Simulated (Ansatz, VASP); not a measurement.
## Be5Te2 in VASP and in Ansatz

The input INCAR:

```
SYSTEM = Be5Te2
ALGO     = Fast           ! electronic algorithm
EDIFF    = 1E-6           ! SCF threshold, eV
EDIFFG   = -0.001         ! ionic threshold
ENCUT    = 600            ! plane-wave cutoff, eV
GGA      = PE             ! functional
IBRION   = 2              ! ionic algorithm
ISIF     = 3              ! what is computed and relaxed
ISMEAR   = 0              ! smearing method
LASPH    = .TRUE.         ! aspherical terms in the spheres
LCHARG   = .FALSE.        ! write CHGCAR
LREAL    = .FALSE.        ! projectors in reciprocal space
LWAVE    = .FALSE.        ! write WAVECAR
NELM     = 80             ! most SCF steps
NSW      = 80             ! ionic steps
PREC     = Accurate       ! precision mode
SIGMA    = 0.1            ! smearing width, eV
```

File KPOINTS:

```
k-points
0
G
  12 12 4
  0 0 0
```

POSCAR

```
Be5Te2
1.0
    3.8317712820      0.0000000000      0.0000000000
   -1.9158856410      3.3184112717      0.0000000000
    0.0000000000      0.0000000000      9.1517447365
Be Te
5 2
Direct
    0.0000000000      0.0000000000      0.0004677129
    0.0000000000      0.0000000000      0.7612369011
    0.6666666667      0.3333333333      0.9515851924
    0.3333333333      0.6666666667      0.9973107631
    0.6666666667      0.3333333333      0.3781226579
    0.3333333333      0.6666666667      0.2820000429
    0.6666666667      0.3333333333      0.6492767297
```

Input for Ansatz:

```yaml
crystal:
  lattice:
    - [3.831771282, 0.0, 0.0]
    - [-1.915885641, 3.3184112717, 0.0]
    - [0.0, 0.0, 9.1517447365]
  atoms:
    - { symbol: Be, position: [0.0, 0.0, 0.0004677129] }
    - { symbol: Be, position: [0.0, 0.0, 0.7612369011] }
    - { symbol: Be, position: [0.6666666667, 0.3333333333, 0.9515851924] }
    - { symbol: Be, position: [0.3333333333, 0.6666666667, 0.9973107631] }
    - { symbol: Be, position: [0.6666666667, 0.3333333333, 0.3781226579] }
    - { symbol: Te, position: [0.3333333333, 0.6666666667, 0.2820000429] }
    - { symbol: Te, position: [0.6666666667, 0.3333333333, 0.6492767297] }
basis:
  ecutwfc: 420
kpoints:
  mp_grid: { grid: [12, 12, 4] }
hamiltonian:
  xc: pbe
scf:
  occupations: { method: gaussian, width: 0.1 }
output:
  forces: true
  stress: true
  eigenvalues: true
relax:
  adjacent_minimum: "off"
  f_tol: 0.001
  max_steps: 60
  cell: { stress_tol: 0.01 }
```

Alike in both runs: task relaxation of cell and atoms; functional PBE; k mesh 12 × 12 × 4; occupations gaussian, width 0.1 eV; no spin polarisation.

|  | VASP | Ansatz |
| --- | --- | --- |
| version | VASP 6.6.1 | Ansatz 0.2.0 |
| potentials or method | VASP PAW PBE potentials, release 64 (Be, Te), cutoff 600 eV | scalar-relativistic, plane waves, PAW |
| valence electrons in the cell | 22 | 42 |

VASP gave:

| Quantity | Value |
| --- | --- |
| gap on the k mesh at the Fermi level, each at its own relaxed structure (eV) | none |
| relaxed volume (Å³/atom) | 16.65 |
| relaxed cell length with the largest relative difference (Å) | 3.834 |

**Question.** Estimate Ansatz's values.

**Answer.** gap on the k mesh at the Fermi level, each at its own relaxed structure (eV): none; relaxed volume (Å³/atom): 16.62; relaxed cell length with the largest relative difference (Å): 3.832.

A gap of «none» marks a metal or a gap that the smearing closes. VASP's potentials hold 22 valence electrons a cell and Ansatz's 42, so a difference there can come from the potentials and not from the codes.

Spin-orbit coupling is off throughout.
